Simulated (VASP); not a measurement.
# MgO (rocksalt type) (Fm-3m) in VASP: a series of runs

The runs below take MgO (rocksalt type) through single point, with PBEsol.

Program: VASP 6.6.1. These are calculated values, not measurements. Logs are shortened: lines on timing, memory, paths and dates and some standing lists are left out, and cuts for length are marked.

## 1. The cell of the first run

It takes space group Fm-3m (No. 225, cubic). Conventional cell: a = 3.912 Å, b = 3.912 Å, c = 3.912 Å, α = 90.00°, β = 90.00°, γ = 90.00°. Within 2.6 Å of Mg (site symmetry m-3m) lie 6 O at 1.96 Å. Within 2.6 Å of O (site symmetry m-3m) lie 6 Mg at 1.96 Å.

## 2. Single point, PBEsol (volume scaled by 0.8)

File INCAR:

```
SYSTEM = MgO
ALGO = Normal ; EDIFF = 1E-6
ENCUT = 520 ; GGA = PS
ISIF = 2 ; ISMEAR = -1
LASPH = .True. ; LCHARG = .True.
LELF = .True. ; LREAL = .False.
LVHAR = .True. ; LWAVE = .False.
NBANDS = 11 ; NELM = 80
PREC = Accurate ; SIGMA = 0.05
```

File KPOINTS:

```
k-points
0
Gamma
  15 15 15
  0 0 0
```

File POSCAR:

```
MgO
1.0
    0.0000000000      1.9560844216      1.9560844216
    1.9560844216      0.0000000000      1.9560844216
    1.9560844216      1.9560844216      0.0000000000
Mg O
1 1
Direct
    0.0000000000      0.0000000000      0.0000000000
    0.5000000000      0.5000000000      0.5000000000
```

Potentials or basis: VASP PAW PBE potentials, release 64 (Mg, O).

Command:

```sh
> cat potpaw_PBE.64/Mg/POTCAR potpaw_PBE.64/O/POTCAR > POTCAR
> mpirun -np 1 vasp_std > vasp.out
```

OUTCAR:

```text
SYSTEM = MgO
   EDIFF = 1E-6
   ENCUT = 520
   GGA = PS
   ISIF = 2
   ISMEAR = -1
   LASPH = .True.
   LREAL = .False.
   NELM = 80
   PREC = Accurate

 ion  position               nearest neighbor table
   1  0.000  0.000  0.000-   2 1.96   2 1.96   2 1.96   2 1.96   2 1.96   2 1.96
   2  0.500  0.500  0.500-   1 1.96   1 1.96   1 1.96   1 1.96   1 1.96   1 1.96

  LATTYP: Found a face centered cubic cell.
 ALAT       =     3.9121688432

  Lattice vectors:

 A1 = (   0.0000000000,   1.9560844216,   1.9560844216)
 A2 = (   1.9560844216,   0.0000000000,   1.9560844216)
 A3 = (   1.9560844216,   1.9560844216,   0.0000000000)

Analysis of symmetry for initial positions (statically):
=====================================================================
 Subroutine PRICEL returns:
 Original cell was already a primitive cell.

 Routine SETGRP: Setting up the symmetry group for a
 face centered cubic supercell.

 Subroutine GETGRP returns: Found 48 space group operations
 (whereof 48 operations were pure point group operations)
 out of a pool of 48 trial point group operations.

The static configuration has the point symmetry O_h .

Analysis of symmetry for dynamics (positions and initial velocities):
=====================================================================
 Subroutine PRICEL returns:
 Original cell was already a primitive cell.

 Routine SETGRP: Setting up the symmetry group for a
 face centered cubic supercell.

 Subroutine GETGRP returns: Found 48 space group operations
 (whereof 48 operations were pure point group operations)
 out of a pool of 48 trial point group operations.

The dynamic configuration has the point symmetry O_h .

 Subroutine INISYM returns: Found 48 space group operations
 (whereof 48 operations are pure point group operations),
 and found     1 'primitive' translations

----------------------------------------------------------------------------------------

                                     Primitive cell

  volume of cell :      14.9690

  direct lattice vectors                    reciprocal lattice vectors
     0.000000000  1.956084422  1.956084422    -0.255612690  0.255612690  0.255612690
     1.956084422  0.000000000  1.956084422     0.255612690 -0.255612690  0.255612690
     1.956084422  1.956084422  0.000000000     0.255612690  0.255612690 -0.255612690

  length of vectors
     2.766321118  2.766321118  2.766321118     0.442734165  0.442734165  0.442734165

  position of ions in fractional coordinates (direct lattice)
     0.000000000  0.000000000  0.000000000
[... 81 lines left out ...]
   NSW    =      0    number of steps for IOM
   IBRION =     -1    ionic relax: 0-MD 1-quasi-New 2-CG
   NFREE  =      0    steps in history (QN), initial steepest desc. (CG)
   ISIF   =      2    stress and relaxation
   ISYM   =      2    0-nonsym 1-usesym 2-fastsym
   POTIM  = 0.5000    time-step for ionic-motion
   TEBEG  =    0.0;   TEEND  =   0.0 temperature during run
   PSTRESS=    0.0 pullay stress
   NELECT =       8.0000    total number of electrons
   NUPDOWN=      -1.0000    fix difference up-down
   EMIN   =  10.00;   EMAX   =-10.00  energy-range for DOS
   EFERMI =   0.00;   METHOD = LEGACY
   ISMEAR =    -1;   SIGMA  =   0.05  broadening in eV -4-tet -1-fermi 0-gaus
   EFERMI_NEDOS =   21; number of points for ismear=-14 and -15
   IALGO  =     38    algorithm
   IMIX   =      4    mixing-type and parameters
     AMIX     =   0.40;   BMIX     =  1.00
     AMIX_MAG =   1.60;   BMIX_MAG =  1.00
  volume/ion in A,a.u.               =       7.48        50.51
  Fermi-wavevector in a.u.,A,eV,Ry     =   1.328538  2.510572 24.014454  1.765013
  Thomas-Fermi vector in A             =   2.457768
   LORBIT       =      0    0 simple, 1 ext, 2 COOP (PROOUT), +10 PAW based schemes
   GGA     = PS    functional components
   LHFCALC =     F    Hartree Fock is set to
   AEXX    =    0.0000 exact exchange contribution
   IVDW    =     0    specifies the selected vdW correction
   LEPSILON=     F    determine dielectric tensor
   LRPA    =     F    only Hartree local field effects (RPA)
 non-spin polarized calculation
  energy-cutoff  :      520.00
  volume of cell :       14.97
 maximum number of plane-waves:       419
 NGX is ok and might be reduce to    24
   NGX = 11   NGY = 11   NGZ = 11

 number of electron       8.0000002 magnetization

 Free energy of the ion-electron system (eV)
  ---------------------------------------------------
  ext. energy  EPLUGINS =         0.00000000
  ---------------------------------------------------
  free energy    TOTEN  =       -11.97475120 eV

  energy without entropy =      -11.97475120  energy(sigma->0) =      -11.97475120

 E-fermi :   5.8698     XC(G=0): -12.4298

 val. band max:        4.9509846470   @ k =   0.0000   0.0000   0.0000
 cond. band min:      12.0478426601   @ k =   0.0000   0.0000   0.0000
 fundamental gap:      7.0968580131
 Fermi energy:         5.8697714710

 k-point     1 :       0.0000    0.0000    0.0000
  band No.  band energies     occupation
      1     -13.5666      2.00000
      2       4.9510      2.00000
      3       4.9510      2.00000
      4       4.9510      2.00000
      5      12.0478      0.00000
      6      21.7831      0.00000
      7      21.7831      0.00000
      8      21.7831      0.00000
      9      26.2541      0.00000
     10      28.4245      0.00000
     11      28.4245      0.00000
[... 309 lines left out ...]
 k-point    24 :       0.2000    0.1333    0.0000
  band No.  band energies     occupation
      1     -12.9861      2.00000
      2       2.9623      2.00000
      3       4.4296      2.00000
      4       4.4312      2.00000
      5      14.0339      0.00000
      6      18.2113      0.00000
      7      23.2097      0.00000
      8      23.2880      0.00000
      9      25.3521      0.00000
     10      29.2271      0.00000
     11      32.0819      0.00000

 [... further k-points ...]
[... 5 lines left out ...]
  --------------------------------------------------------------------------------------
  -------------------------------------------------------------------------------------
  Total        5.2358877      5.2358877      5.2358877     -0.0000000     -0.0000000     -0.0000000
  in kB      560.4129045    560.4129045    560.4129045     -0.0000000     -0.0000000     -0.0000000
  external PRESSURE =     560.4129045 kB  Pullay stress =       0.0000000 kB

 VOLUME and BASIS-vectors are now :
 -----------------------------------------------------------------------------
  energy-cutoff  :      520.00
  volume of cell :       14.97
      direct lattice vectors                 reciprocal lattice vectors
     0.000000000  1.956084422  1.956084422    -0.255612690  0.255612690  0.255612690
     1.956084422  0.000000000  1.956084422     0.255612690 -0.255612690  0.255612690
     1.956084422  1.956084422  0.000000000     0.255612690  0.255612690 -0.255612690

 POSITION                                       TOTAL-FORCE (eV/Angst)
 -----------------------------------------------------------------------------------
      0.00000      0.00000      0.00000         0.000000      0.000000      0.000000
      1.95608      1.95608      1.95608        -0.000000     -0.000000      0.000000
 -----------------------------------------------------------------------------------
    total drift:                               -0.000000     -0.000000      0.000000

  FREE ENERGIE OF THE ION-ELECTRON SYSTEM (eV)
  ---------------------------------------------------
  free  energy   TOTEN  =       -11.9747512005 eV

  energy  without entropy=      -11.9747512004  energy(sigma->0) =      -11.97475120
```

Run time: 29 s. Hardware: 1 thread of Intel Xeon 8259CL, shared host; peak memory 0.15 GiB.

What came out:

```
Free energy            : -11.9748 eV
Pressure               : 56.0 GPa
Band gap on the k mesh : 7.10 eV, direct
```

Levels at points of the mesh, in eV from the valence-band top:
```csv
k point,band 2,band 3,band 4,band 5,band 6,band 7
"(0.00, 0.00, 0.00)",0.00,0.00,0.00,7.10,16.83,16.83
```

Caveat: the PAW data sets were made with another functional, which shifts forces and pressure a little.

## 3. Single point, PBEsol (volume scaled by 0.88)

File INCAR:

```
SYSTEM = MgO
ALGO     = Normal         ! electronic algorithm
EDIFF    = 1E-6           ! SCF threshold, eV
ENCUT    = 520            ! plane-wave cutoff, eV
GGA      = PS             ! functional
ISIF     = 2              ! what is computed and relaxed
ISMEAR   = -1             ! smearing method
LASPH    = .True.         ! aspherical terms in the spheres
LCHARG   = .True.         ! write CHGCAR
LELF     = .True.         ! ELF
LREAL    = .False.        ! projectors in reciprocal space
LVHAR    = .True.       
LWAVE    = .False.        ! write WAVECAR
NBANDS   = 11             ! bands
NELM     = 80             ! most SCF steps
PREC     = Accurate       ! precision mode
SIGMA    = 0.05           ! smearing width, eV
```

KPOINTS is that of step 2.

File POSCAR:

```
MgO
1.0
    0.0000000000      2.0192270526      2.0192270526
    2.0192270526      0.0000000000      2.0192270526
    2.0192270526      2.0192270526      0.0000000000
Mg O
1 1
Direct
    0.0000000000      0.0000000000      0.0000000000
    0.5000000000      0.5000000000      0.5000000000
```

Potentials or basis: VASP PAW PBE potentials, release 64 (Mg, O).

Command:

```sh
> cat potpaw_PBE.64/Mg/POTCAR potpaw_PBE.64/O/POTCAR > POTCAR
> mpirun -np 1 vasp_std > vasp.out
```

Run time: 28 s. Hardware: 1 thread of Intel Xeon 8259CL, shared host; peak memory 0.16 GiB.

Results (log left out):

| Property | Result |
| --- | --- |
| Free energy | -12.3501 eV |
| Pressure | 26.0 GPa |
| Band gap on the k mesh | 5.96 eV, direct |

Levels at points of the mesh, in eV from the valence-band top:
| k point | band 2 | band 3 | band 4 | band 5 | band 6 | band 7 |
| --- | --- | --- | --- | --- | --- | --- |
| (0.00, 0.00, 0.00) | 0.00 | 0.00 | 0.00 | 5.96 | 16.32 | 16.32 |

Caveat: the PAW data sets were made with another functional, which shifts forces and pressure a little. A k mesh can miss the band edges.

[end of part 1 of 2]
